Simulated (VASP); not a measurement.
Wanted: the native input for a VASP 6.6.1 run.

```
Task                               : single point
Functional                         : PBE-based screened hybrid with 50 % exact exchange
Potentials or basis                : VASP PAW PBE potentials, release 64 (W_sv, S)
Cutoff                             : 520 eV
k mesh                             : 5 × 5 × 5
Occupations                        : fermi-dirac, width 0.05 eV
Spin                               : no spin polarisation
Dipole correction                  : no
Grid for exact exchange (PRECFOCK) : Normal
Share of exact exchange            : 0.5
Further INCAR settings             : ALGO = Normal; EDIFF = 1e-07; NBANDS = 17
Screening parameter                : 0.20787 1/Å
```

Crystal: WS.

```xyz
2
Lattice="3.0079 0.0000 0.0000 0.0000 3.0079 0.0000 0.0000 0.0000 3.0079" Properties=species:S:1:pos:R:3 pbc="T T T"
W     1.5039    1.5039    1.5039
S     0.0000    0.0000    0.0000
```

These files were run (other wordings do the same):

POSCAR

```
WS
1.0
    3.0078900000      0.0000000000      0.0000000000
    0.0000000000      3.0078900000      0.0000000000
    0.0000000000      0.0000000000      3.0078900000
W S
1 1
Direct
    0.5000000000      0.5000000000      0.5000000000
    0.0000000000      0.0000000000      0.0000000000
```

INCAR.step1

```
SYSTEM = WS
PREC     = Accurate       ! precision mode
ENCUT    = 520            ! plane-wave cutoff, eV
EDIFF    = 1E-5           ! SCF threshold, eV
ISMEAR   = -1             ! smearing method
SIGMA    = 0.05           ! smearing width, eV
LREAL    = .False.        ! projectors in reciprocal space
LASPH    = .True.         ! aspherical terms in the spheres
NELM     = 100            ! most SCF steps
ALGO     = Normal         ! electronic algorithm
ISIF     = 2              ! what is computed and relaxed
LWAVE    = .True.         ! write WAVECAR
LCHARG   = .False.        ! write CHGCAR
GGA      = PE             ! functional
NBANDS   = 17             ! bands
```

INCAR.step2

```
SYSTEM = WS
PREC     = Accurate       ! precision mode
ENCUT    = 520            ! plane-wave cutoff, eV
EDIFF    = 1E-7           ! SCF threshold, eV
ISMEAR   = -1             ! smearing method
SIGMA    = 0.05           ! smearing width, eV
LREAL    = .False.        ! projectors in reciprocal space
LASPH    = .True.         ! aspherical terms in the spheres
NELM     = 100            ! most SCF steps
ALGO     = Normal         ! electronic algorithm
ISIF     = 2              ! what is computed and relaxed
LWAVE    = .False.        ! write WAVECAR
LCHARG   = .False.        ! write CHGCAR
GGA      = PE             ! functional
LHFCALC  = .True.         ! exact exchange
AEXX     = 0.5            ! exact-exchange fraction
HFSCREEN = 0.2078699      ! screening, 1/A
PRECFOCK = Normal       
ISTART   = 1            
NBANDS   = 17             ! bands
```

KPOINTS

```
Automatic mesh
0
Gamma
  5 5 5
  0 0 0
```

Potentials or basis: VASP PAW PBE potentials, release 64 (W_sv, S).

Launch:

```sh
$ cat potpaw_PBE.64/W_sv/POTCAR potpaw_PBE.64/S/POTCAR > POTCAR
$ cp INCAR.step1 INCAR
$ mpirun -np 1 vasp_std > vasp.out
$ cp INCAR.step2 INCAR
$ mpirun -np 1 vasp_std > vasp.out
```

Results of the run:

```json
{
 "Pressure": "-15.7 GPa",
 "Band gap on the k mesh": "zero (bands 10 and 11 overlap by 2.53 eV)"
}
```

Caveat: the k points lie up to 0.42 Å⁻¹ apart, too coarse for converged energies and pressures of a metal; the PAW data sets were made with another functional, which shifts forces and pressure a little; spin-orbit coupling is left out, which moves the levels of the heavy elements.

It took 17 min on 1 thread of Intel(R) Xeon(R) Platinum 8259CL CPU @ 2.50GHz (Skylake/Cascade Lake), with other jobs on the host, peak memory 0.25 GiB.
